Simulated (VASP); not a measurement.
Input of a VASP 6.6.1 run:

INCAR

```
ALGO     = Fast           # electronic algorithm
EDIFF    = 1E-6           # SCF threshold, eV
ENCUT    = 520            # plane-wave cutoff, eV
GGA      = PS             # functional
ISIF     = 2              # what is computed and relaxed
ISMEAR   = 0              # smearing method
ISPIN    = 2              # spin polarisation
LASPH    = True           # aspherical terms in the spheres
LCHARG   = False          # write CHGCAR
LMAXMIX  = 4              # l up to which the mixer works
LORBIT   = 11             # projections on sites
LREAL    = False          # projectors in reciprocal space
LWAVE    = False          # write WAVECAR
MAGMOM   = 0.33 2.91 2.91 2.91 # initial moments
NBANDS   = 27             # bands
NELM     = 150            # most SCF steps
NUPDOWN  = 9.0            # fixed moment
PREC     = Accurate       # precision mode
SIGMA    = 0.1            # smearing width, eV
```

File KPOINTS:

```
k-points
0
Gamma
  12 12 12
```

File POSCAR:

```
AlCo3
1.0
    3.5749480000      0.0000000000      0.0000000000
    0.0000000000      3.5749480000      0.0000000000
    0.0000000000      0.0000000000      3.5749480000
Al Co
1 3
Direct
    0.0000000000      0.0000000000      0.0000000000
    0.5000000000      0.5000000000      0.0000000000
    0.5000000000      0.0000000000      0.5000000000
    0.0000000000      0.5000000000      0.5000000000
```

Potentials or basis: VASP PAW PBE potentials, release 64 (Al, Co).

The run is started by

```sh
$ cat potpaw_PBE.64/Al/POTCAR potpaw_PBE.64/Co/POTCAR > POTCAR
$ mpirun -np 1 vasp_std > vasp.out
```

Problem. Predict the pressure.

Solution. 27.2 GPa.

Caveat: the cell stands under pressure; the PAW data sets were made with another functional, which shifts forces and pressure a little; the total moment is fixed, so each spin has its own Fermi level.
